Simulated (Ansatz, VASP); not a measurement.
**InSb: VASP beside Ansatz**

```
In Sb
1.0
     2.91474    0.00000    0.00000
     0.00000    3.03619    0.00000
     0.00000    0.00000    5.97443
In Sb
1 1
Cartesian
  0.0000 0.0000 0.0000
  0.0000 0.0000 2.9872
```

Change from the starting cell: normal strain along x -0.0400, normal strain along z -0.0200.

Alike in both runs: task single point; functional PBEsol; k mesh 14 × 14 × 8; occupations gaussian, width 0.15 eV; no spin polarisation.

|  | VASP | Ansatz |
| --- | --- | --- |
| version | VASP 6.6.1 | Ansatz 0.2.0 |
| potentials or method | VASP PAW PBE potentials, release 64 (In_d, Sb), cutoff 500 eV | scalar-relativistic, plane waves, PAW |
| valence electrons in the cell | 18 | 28 |

|  | VASP | Ansatz | Ansatz less VASP |
| --- | --- | --- | --- |
| gap on the k mesh at the Fermi level (eV) | none | none | - |
| pressure (GPa) | 3.8 | 3.7 | -0.08 |
| traceless stress, the component that is largest in VASP (GPa) | 1.61 | 1.57 | -0.040 |

VASP's potentials were made for PBE, not for PBEsol, and Ansatz warns of the same on its side. A gap of «none» marks a metal or a gap that the smearing closes. VASP's potentials hold 18 valence electrons a cell and Ansatz's 28, so a difference there can come from the potentials and not from the codes.

Spin-orbit coupling is off throughout.
